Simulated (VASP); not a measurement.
Write the native input for VASP 6.6.1 that does the following.

```
Task                   : single point
Functional             : PBE
Potentials or basis    : VASP PAW PBE potentials, release 64 (Pd)
Cutoff                 : 520 eV
k mesh                 : 20 × 20 × 20
Occupations            : fermi-dirac, width 0.05 eV
Spin                   : no spin polarisation
Dipole correction      : no
Further INCAR settings : ALGO = Normal; EDIFF = 1e-07; NBANDS = 11
```

The structure of Pd lies in POSCAR:

```
Pd
1.0
    0.0000000000      1.6546346659      1.6546346659
    1.6546346659      0.0000000000      1.6546346659
    1.6546346659      1.6546346659      0.0000000000
Pd
1
Direct
    0.0000000000      0.0000000000      0.0000000000
```

The input as run:

INCAR

```
  PREC = Accurate
  ENCUT = 520
  EDIFF = 1E-7
  ISMEAR = -1
  SIGMA = 0.05
  LREAL = False
  LASPH = True
  NELM = 100
  ALGO = Normal
  ISIF = 2
  LWAVE = False
  LCHARG = False
  GGA = PE
  NBANDS = 11
```

KPOINTS

```
regular mesh
0
Gamma
  20 20 20
```

Potentials or basis: VASP PAW PBE potentials, release 64 (Pd).

Command:

```console
$ cat potpaw_PBE.64/Pd/POTCAR > POTCAR
$ mpirun -np 1 vasp_std > vasp.out
```

It gave:

```yaml
Pressure: 355.2 GPa
Band_gap_on_the_k_mesh: zero (bands 5 and 6 overlap by 3.67 eV)
```

Caveat: the cell stands under pressure.

It took 18 s on 1 thread of AMD EPYC 9R14 (Zen 4), on a shared host, peak memory 0.1 GiB.
